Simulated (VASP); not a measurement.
Here is a VASP 6.6.1 calculation.

File INCAR:

```
PREC = Accurate
ENCUT = 520
EDIFF = 1E-6
ISMEAR = 0
SIGMA = 0.15
LREAL = F
LASPH = T
NELM = 100
ALGO = Normal
ISIF = 2
LWAVE = F
LCHARG = F
GGA = PS
NBANDS = 16
```

File KPOINTS:

```
Automatic mesh
0
Gamma
  14 14 14
```

Contents of POSCAR:

```
GaSb
1.0
    0.0000000000      3.0895900000      3.0590000000
    3.0590000000      0.0000000000      3.0590000000
    3.0590000000      3.0895900000      0.0000000000
Ga Sb
1 1
Direct
    0.0000000000      0.0000000000      0.0000000000
    0.7500000000      0.7500000000      0.7500000000
```

Potentials or basis: VASP PAW PBE potentials, release 64 (Ga_d, Sb).

Run with:

```bash
$ cat potpaw_PBE.64/Ga_d/POTCAR potpaw_PBE.64/Sb/POTCAR > POTCAR
$ mpirun -np 1 vasp_std > vasp.out
```

**Question.** Estimate the band gap on the k mesh.

**Answer.** Zero (filled and empty bands touch).

**Question.** Predict the pressure.

**Answer.** -0.6 GPa.

Stress tensor (GPa, compression positive):
```
-0.42  0.00  0.00
 0.00 -0.86  0.00
 0.00  0.00 -0.42
```

Caveat: the cell differs from its parent crystal (strain +0.0100 x Voigt [0, 1, 0, 0, 0, 0]); semilocal functionals underestimate gaps, so a narrow gap can read as zero; the PAW data sets were made with another functional, which shifts forces and pressure a little; spin-orbit coupling is left out, which moves the levels of the heavy elements.
